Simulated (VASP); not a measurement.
Write the native input for VASP 6.6.1 that does the following.

- Task: single point
- Functional: PBEsol-based screened hybrid with 25 % exact exchange
- Potentials or basis: VASP PAW PBE potentials, release 64 (Cd_sv_GW, S)
- Cutoff: 470 eV
- k mesh: 4 × 4 × 4
- Occupations: fermi-dirac, width 0.05 eV
- Spin: no spin polarisation
- Dipole correction: no
- Grid for exact exchange (PRECFOCK): Normal
- Share of exact exchange: 0.25
- Further INCAR settings: ALGO = Normal; EDIFF = 1e-06; NBANDS = 20
- Screening parameter: 0.207 1/Å

The system is CdS.

```
Cd S
1.0
     0.00000    2.85696    2.85696
     2.85696    0.00000    2.85696
     2.85696    2.85696    0.00000
Cd S
1 1
Direct
  0.00000 0.00000 0.00000
  0.75000 0.75000 0.75000
```

These files were run (other wordings do the same):

POSCAR

```
CdS
1.0
    0.0000000000      2.8569628861      2.8569628861
    2.8569628861      0.0000000000      2.8569628861
    2.8569628861      2.8569628861      0.0000000000
Cd S
1 1
Direct
    0.0000000000      0.0000000000      0.0000000000
    0.7500000000      0.7500000000      0.7500000000
```

INCAR.step1

```
PREC = Accurate
ENCUT = 470
EDIFF = 1E-5
ISMEAR = -1
SIGMA = 0.05
LREAL = F
LASPH = T
NELM = 120
ALGO = Normal
ISIF = 2
LWAVE = T
LCHARG = F
NBANDS = 20
GGA = PE
GGA_COMPAT = F
```

INCAR.step2

```
PREC = Accurate
ENCUT = 470
EDIFF = 1E-6
ISMEAR = -1
SIGMA = 0.05
LREAL = F
LASPH = T
NELM = 120
ALGO = Normal
ISIF = 2
LWAVE = F
LCHARG = F
GGA = PS
LHFCALC = T
AEXX = 0.25
HFSCREEN = 0.207
PRECFOCK = Normal
NBANDS = 20
ISTART = 1
GGA_COMPAT = F
```

KPOINTS

```
regular mesh
0
Gamma
  4 4 4
```

Potentials or basis: VASP PAW PBE potentials, release 64 (Cd_sv_GW, S).

Run with:

```bash
$ cat potpaw_PBE.64/Cd_sv_GW/POTCAR potpaw_PBE.64/S/POTCAR > POTCAR
$ cp INCAR.step1 INCAR
$ mpirun -np 1 vasp_std > vasp.out
$ cp INCAR.step2 INCAR
$ mpirun -np 1 vasp_std > vasp.out
```

It gave:

| Quantity | Value |
| --- | --- |
| Pressure | 2.5 GPa |
| Band gap on the k mesh | 2.17 eV |

Caveat: the k points lie up to 0.48 Å⁻¹ apart; the PAW data sets were made with another functional, which shifts forces and pressure a little.

Run time: 15 min on 1 thread of Intel(R) Xeon(R) Platinum 8259CL CPU @ 2.50GHz (Skylake/Cascade Lake) (shared host), peak memory 0.3 GiB.
